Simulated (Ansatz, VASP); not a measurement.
Pt: VASP beside Ansatz

```xyz
2
Lattice="2.5735 0.0000 0.0000 -1.2867 2.2287 0.0000 0.0000 0.0000 4.3526" Properties=species:S:1:pos:R:3 pbc="T T T"
Pt    0.0000    1.4858    1.0882
Pt    1.2867    0.7429    3.2645
```

Change from the starting cell: volume scaled by 0.84, PAW files.

Alike in both runs: task single point; functional LDA; k mesh 16 × 16 × 9; occupations fermi-dirac, width 0.08 eV; no spin polarisation.

|  | VASP | Ansatz |
| --- | --- | --- |
| version | VASP 6.6.1 | Ansatz 0.2.0 |
| potentials or method | VASP PAW LDA potentials, release 64 (Pt_sv_GW) | PAW with Ansatz's default frozen-core files, scalar-relativistic |
| plane-wave cutoff (eV) | 570 | 420 |
| valence electrons in the cell | 36 | 36 |

```csv
,VASP,Ansatz,Ansatz less VASP
pressure (GPa),82.3,82.6,+0.21
"traceless stress, the component that is largest in VASP (GPa)",-0.33,0.00,+0.324
```

LDA's correlation is that of Perdew and Zunger in VASP and of Perdew and Wang (1992) in Ansatz. Both programs put the cell under a high pressure, so it lies far from rest at this level.

Spin-orbit coupling is off throughout. Noted on VASP's run: the cell as given lies far from equilibrium.
